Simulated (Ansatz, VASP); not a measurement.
## Two plane-wave programs on MgMnVP2O8F2

```
Mg Mn V P O F
1.0
     5.32551    0.00000    0.00000
    -0.56501    5.32063    0.00000
    -2.15346   -2.54875    6.68383
Mg Mn V P O F
1 1 1 2 8 2
Direct
  0.97748 0.31626 0.70883
  0.47694 0.49419 0.48200
  0.00326 0.00125 0.01268
  0.41633 0.09180 0.73773
  0.58592 0.89762 0.26154
  0.24598 0.14568 0.87963
  0.32834 0.79480 0.60321
  0.31553 0.28525 0.62248
  0.28530 0.83673 0.14779
  0.72498 0.17658 0.84127
  0.66274 0.69102 0.36359
  0.68293 0.18771 0.43181
  0.74215 0.88362 0.11614
  0.13736 0.33719 0.22911
  0.87725 0.66031 0.76755
```

Alike in both runs: task electric field gradients; functional PBE; k mesh 5 × 5 × 4; occupations fermi-dirac, width 0.02 eV; collinear spin.

|  | VASP | Ansatz |
| --- | --- | --- |
| version | VASP 6.6.1 | Ansatz 0.2.0 |
| potentials or method | VASP PAW PBE potentials, release 64 (Mg, Mn_pv, V_sv, P, O, F) | plane-wave PAW, scalar-relativistic |
| plane-wave cutoff (eV) | 520 | 420 |
| valence electrons in the cell | 100 | 110 |

```tsv
	VASP	Ansatz	Ansatz less VASP
pressure (GPa)	-1.9	-1.6	+0.27
traceless stress, the component that is largest in VASP (GPa)	0.52	0.49	-0.032
rms of the force components (eV/Å)	0.315	0.334	+0.0190
net moment per atom (μB)	0.40	0.40	0.000
size of the moment on the site where the two differ most (μB)	3.94	3.46	-0.481
size of Vzz on the site where it differs most (V/Å²)	50.5	63.3	+12.82
```

Site moments also hang on the region over which each program counts them. Atom by atom the forces differ by 0.042 eV/Å (rms over components). VASP's potentials hold 100 valence electrons a cell and Ansatz's 110, so a difference there can come from the potentials and not from the codes.
